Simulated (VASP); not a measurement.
Here is a VASP 6.6.1 calculation.

Contents of INCAR:

```
PREC = Accurate
ENCUT = 520
EDIFF = 1E-6
ISMEAR = -1
SIGMA = 0.02
LREAL = Auto
LASPH = T
NELM = 150
ALGO = Normal
ISIF = 2
LWAVE = F
LCHARG = T
ISPIN = 2
MAGMOM = 0 0 0 0 0 0 0 0 0 0 0 0 0 0 0 0 0 0 0.27
LORBIT = 11
GGA = PS
LELF = T
LVHAR = T
NBANDS = 58
```

KPOINTS

```
Automatic mesh
0
Gamma
  2 2 1
```

File POSCAR:

```
C18N
1.0
    7.3980000000      0.0000000000      0.0000000000
   -3.6990000000      6.4068560000      0.0000000000
    0.0000000000      0.0000000000     12.0000000000
C N
18 1
Direct
   -0.0051730778     -0.0058062800      0.0839393333
    0.2177934831      0.1112687721      0.1094764167
   -0.0006774999      0.3298377551      0.0769297500
    0.2223315597      0.4407369231      0.0757304167
    0.0004137882      0.6625539890      0.0816284167
    0.2200364800      0.7690534952      0.0837500000
    0.3372560712     -0.0080131347      0.1092754167
    0.5601504372      0.1091383980      0.0838014167
    0.3349282621      0.3342658240      0.0839597500
    0.5545551949      0.4407903034      0.0816819167
    0.3326136377      0.6625630418      0.0755715000
    0.5556528324      0.7735246430      0.0767450000
    0.6666110440     -0.0034697206      0.0755620000
    0.8884039573      0.1068068332      0.0756662500
    0.6666267262      0.3287595351      0.0816264167
    0.8893475899      0.4398149420      0.0780947500
    0.6656145592      0.6635221706      0.0780800833
    0.8883214473      0.7745747680      0.0816788333
    1.2777143653      1.0514998308      0.2118018333
```

Potentials or basis: VASP PAW PBE potentials, release 64 (C, N).

The run is started by

```bash
$ cat potpaw_PBE.64/C/POTCAR potpaw_PBE.64/N/POTCAR > POTCAR
$ mpirun -np 1 vasp_std > vasp.out
```

Question: Estimate the site moments.

Answer: C +0.01, -0.01, +0.00, -0.00 (each value once); N +0.35 μB.

Question: What does it give for the net moment?

Answer: 0.50 μB per cell.

Forces in eV/Å, atoms in the order of the input:
```
C    0.006  0.011 -0.006
C   -0.079  0.061 -0.085
C    0.014 -0.003 -0.009
C    0.006 -0.004 -0.004
C   -0.012  0.004  0.006
C   -0.001 -0.001 -0.002
C    0.079 -0.054 -0.082
C   -0.002 -0.009 -0.013
C   -0.008  0.001 -0.005
C   -0.001 -0.010  0.002
C    0.003 -0.001  0.000
C   -0.004 -0.008  0.004
C   -0.014 -0.003  0.000
C    0.009  0.011 -0.002
C   -0.003  0.000  0.010
C   -0.002  0.004 -0.010
C    0.004  0.001 -0.015
C    0.012 -0.001  0.000
N   -0.009  0.000  0.210
```

Caveat: the k points lie up to 0.49 Å⁻¹ apart; there is no dipole correction, which matters where the two faces differ; the PAW data sets were made with another functional, which shifts forces and pressure a little.
